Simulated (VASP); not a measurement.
Nb3BN2: single point with PBE

Crystal: Nb3BN2.

```xyz
6
Lattice="5.6586 0.0000 0.0000 -2.8293 4.9005 0.0000 0.0000 0.0000 2.8562" Properties=species:S:1:pos:R:3 pbc="T T T"
Nb   -1.4146    2.4502    0.0000
Nb    2.8293    0.0000    0.0000
Nb    1.4146    2.4502    0.0000
B     0.0000    0.0000    1.4281
N     0.0000    3.2670    1.4281
N     2.8293    1.6335    1.4281
```

The cell was built from a structure type or drawn by symmetry, and may not be a known phase.

- Program: VASP 6.6.1
- Task: single point
- Functional: PBE
- Potentials or basis: VASP PAW PBE potentials, release 64 (Nb_sv, B, N)
- Cutoff: 520 eV
- k mesh: 6 × 6 × 6
- Occupations: gaussian, width 0.1 eV
- Spin: no spin polarisation
- Dipole correction: no
- Further INCAR settings: ALGO = Normal; EDIFF = 1e-06; NBANDS = 35

```
Pressure               : -0.5 GPa
Band gap on the k mesh : zero (bands 26 and 27 overlap by 0.87 eV)
```

Levels at points of the mesh, in eV from the Fermi level:
| k point | band 22 | band 23 | band 24 | band 25 | band 26 | band 27 | band 28 | band 29 | band 30 | band 31 |
| --- | --- | --- | --- | --- | --- | --- | --- | --- | --- | --- |
| (0.00, 0.00, 0.00) | -2.88 | -2.88 | -2.73 | -0.41 | -0.41 | 0.92 | 0.92 | 0.93 | 0.93 | 1.14 |
| (0.50, 0.00, 0.00) | -3.60 | -3.20 | -2.45 | -1.48 | -0.22 | 0.85 | 1.23 | 1.23 | 1.27 | 1.82 |
| (0.00, 0.00, 0.50) | -3.63 | -2.35 | -2.35 | -1.95 | -1.95 | 0.38 | 1.98 | 1.98 | 2.58 | 3.85 |
| (0.50, 0.00, 0.50) | -2.61 | -1.97 | -0.35 | -0.33 | -0.14 | -0.08 | 0.13 | 0.47 | 0.76 | 1.89 |

It took 81 s on 1 thread of Intel(R) Xeon(R) Platinum 8259CL CPU @ 2.50GHz (Skylake/Cascade Lake) (shared host), peak memory 0.23 GiB.

Caveat: the k points lie up to 0.37 Å⁻¹ apart, too coarse for converged energies and pressures of a metal.
